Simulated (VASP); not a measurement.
Here is a VASP 6.6.1 calculation.

Contents of POSCAR:

```
Hf
1.0
   -1.7750000000      1.7750000000      1.7750000000
    1.7750000000     -1.7750000000      1.7750000000
    1.7750000000      1.7750000000     -1.7750000000
Hf
1
Direct
    0.0000000000      0.0000000000      0.0000000000
```

Contents of INCAR.step1:

```
SYSTEM = Hf
ALGO     = Normal         ! electronic algorithm
EDIFF    = 1E-5           ! SCF threshold, eV
EDIFFG   = -0.005         ! ionic threshold
ENCUT    = 550            ! plane-wave cutoff, eV
GGA      = PE             ! functional
GGA_COMPAT= .FALSE.      
IBRION   = 2              ! ionic algorithm
ISIF     = 3              ! what is computed and relaxed
ISMEAR   = -1             ! smearing method
LASPH    = .TRUE.         ! aspherical terms in the spheres
LCHARG   = .FALSE.        ! write CHGCAR
LREAL    = .FALSE.        ! projectors in reciprocal space
LWAVE    = .TRUE.         ! write WAVECAR
NELM     = 120            ! most SCF steps
NELMIN   = 4            
NSW      = 100            ! ionic steps
PREC     = Accurate       ! precision mode
SIGMA    = 0.1            ! smearing width, eV
```

The input INCAR.step2:

```
SYSTEM = Hf
ALGO     = Normal         ! electronic algorithm
EDIFF    = 1E-7           ! SCF threshold, eV
EDIFFG   = -0.02          ! ionic threshold
ENCUT    = 550            ! plane-wave cutoff, eV
GGA_COMPAT= .FALSE.      
IBRION   = 2              ! ionic algorithm
ISIF     = 3              ! what is computed and relaxed
ISMEAR   = -1             ! smearing method
ISTART   = 1            
LASPH    = .TRUE.         ! aspherical terms in the spheres
LCHARG   = .FALSE.        ! write CHGCAR
LMIXTAU  = .TRUE.       
LREAL    = .FALSE.        ! projectors in reciprocal space
LWAVE    = .FALSE.        ! write WAVECAR
METAGGA  = R2SCAN         ! meta-GGA
NELM     = 120            ! most SCF steps
NELMIN   = 4            
NSW      = 80             ! ionic steps
PREC     = Accurate       ! precision mode
PSTRESS  = 50.0         
SIGMA    = 0.1            ! smearing width, eV
```

Contents of KPOINTS:

```
k-points
0
G
  10 10 10
  0 0 0
```

Potentials or basis: VASP PAW PBE potentials, release 64 (Hf_pv).

Launch:

```console
$ cat potpaw_PBE.64/Hf_pv/POTCAR > POTCAR
$ cp INCAR.step1 INCAR
$ mpirun -np 1 vasp_std > vasp.out
$ cp INCAR.step2 INCAR
$ mpirun -np 1 vasp_std > vasp.out
```

Question: What does it give for the space group after relaxing (to 0.1 Å)?

Answer: Im-3m (No. 229).

Question: Estimate the band gap on the k mesh.

Answer: Zero (bands 5 and 6 overlap by 2.64 eV).

Question: Predict the relaxed cell.

Answer: a = 3.020 Å, b = 3.020 Å, c = 3.020 Å, α = 109.47°, β = 109.47°, γ = 109.47°.

Step by step:
| step | energy change (eV) | largest force (eV/Å) | pressure (GPa) | volume (Å³) |
| --- | --- | --- | --- | --- |
| 1 | 0.0000 | 0.0000 | -1.01 | 22.37 |
| 2 | 0.0969 | 0.0000 | 14.03 | 19.76 |
| 3 | 0.0134 | 0.0000 | 4.88 | 21.20 |

Caveat: the cell is relaxed towards a set pressure, so the run minimises the enthalpy, not the energy; the PAW data sets were made with another functional, which shifts forces and pressure a little; spin-orbit coupling is left out, which moves the levels of the heavy elements.
